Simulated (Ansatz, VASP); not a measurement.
**Al12NO: VASP beside Ansatz**

INCAR

```
PREC = Accurate ; ENCUT = 520
EDIFF = 1E-6 ; ISMEAR = 0
SIGMA = 0.1 ; LREAL = False
LASPH = True ; NELM = 150
ALGO = Normal ; ISIF = 2
LWAVE = False ; LCHARG = True
ISPIN = 2 ; MAGMOM = 0 0 0 0 0 0 0 0 0 0 0 0 1 0
LORBIT = 11 ; LDIPOL = True
IDIPOL = 3 ; DIPOL = 0.5 0.5 0.297
GGA = PE ; LELF = True
LVHAR = True ; LVACPOTAV = True
NBANDS = 40
```

File KPOINTS:

```
regular mesh
0
Gamma
  5 5 1
```

The input POSCAR:

```
Al12NO
1.0
    5.7143028096      0.0000000000      0.0000000000
    0.0000000000      5.7143028096      0.0000000000
    0.0000000000      0.0000000000     22.1750227966
Al N O
12 1 1
Direct
    0.2500000000      0.2500000000      0.1803831291
    0.2500000000      0.7500000000      0.1803831291
    0.7500000000      0.2500000000      0.1803831291
    0.7500000000      0.7500000000      0.1803831291
    0.0000000000      0.0000000000      0.2744094953
    0.0000000000      0.5000000000      0.2744094953
    0.5000000000      0.0000000000      0.2744094953
    0.5000000000      0.5000000000      0.2744094953
    0.2500000000      0.2500000000      0.3686590481
    0.2500000000      0.7500000000      0.3686590481
    0.7500000000      0.2500000000      0.3686590481
    0.7500000000      0.7500000000      0.3686590481
    0.3333129987      0.5000000000      0.4335969746
    0.6666870013      0.5000000000      0.4335969746
```

Input for Ansatz:

```yaml
crystal:
  lattice:
    - [5.7143028096, 0.0, 0.0]
    - [0.0, 5.7143028096, 0.0]
    - [0.0, 0.0, 22.1750227966]
  atoms:
    - { symbol: Al, position: [0.25, 0.25, 0.1803831291] }
    - { symbol: Al, position: [0.25, 0.75, 0.1803831291] }
    - { symbol: Al, position: [0.75, 0.25, 0.1803831291] }
    - { symbol: Al, position: [0.75, 0.75, 0.1803831291] }
    - { symbol: Al, position: [0.0, 0.0, 0.2744094953] }
    - { symbol: Al, position: [0.0, 0.5, 0.2744094953] }
    - { symbol: Al, position: [0.5, 0.0, 0.2744094953] }
    - { symbol: Al, position: [0.5, 0.5, 0.2744094953] }
    - { symbol: Al, position: [0.25, 0.25, 0.3686590481] }
    - { symbol: Al, position: [0.25, 0.75, 0.3686590481] }
    - { symbol: Al, position: [0.75, 0.25, 0.3686590481] }
    - { symbol: Al, position: [0.75, 0.75, 0.3686590481] }
    - { symbol: "N", position: [0.3333129987, 0.5, 0.4335969746], spin: 1.0 }
    - { symbol: O, position: [0.6666870013, 0.5, 0.4335969746] }
basis:
  ecutwfc: 420
kpoints:
  mp_grid: { grid: [5, 5, 1] }
hamiltonian:
  xc: pbe
scf:
  occupations: { method: gaussian, width: 0.1 }
output:
  forces: true
  eigenvalues: true
  populations: true
magnetization:
  spin_polarized: true
efield:
  axis: 3
  dipole_correction: true
  ramp_width: 0.04
```

Alike in both runs: task single point; functional PBE; k mesh 5 × 5 × 1; occupations gaussian, width 0.1 eV; collinear spin.

```csv
,VASP,Ansatz
version,VASP 6.6.1,Ansatz 0.2.0
potentials or method,"VASP PAW PBE potentials, release 64 (Al, N, O), cutoff 520 eV","scalar-relativistic, plane waves, PAW"
valence electrons in the cell,47,47
```

VASP gave:

- gap on the k mesh at the Fermi level (eV): none
- rms of the force components (eV/Å): 0.691
- net moment per atom (μB): 0.00
- work function, face that differs most (eV): 6.14

Question: Estimate Ansatz's values.

Answer: gap on the k mesh at the Fermi level (eV): none; rms of the force components (eV/Å): 0.695; net moment per atom (μB): 0.00; work function, face that differs most (eV): 6.13.

Atom by atom the forces differ by 0.004 eV/Å (rms over components). A gap of «none» marks a metal or a gap that the smearing closes. With one functional, cell and mesh, what is left measures potentials, basis and numerics. Ansatz's warnings: seeded moment not kept.
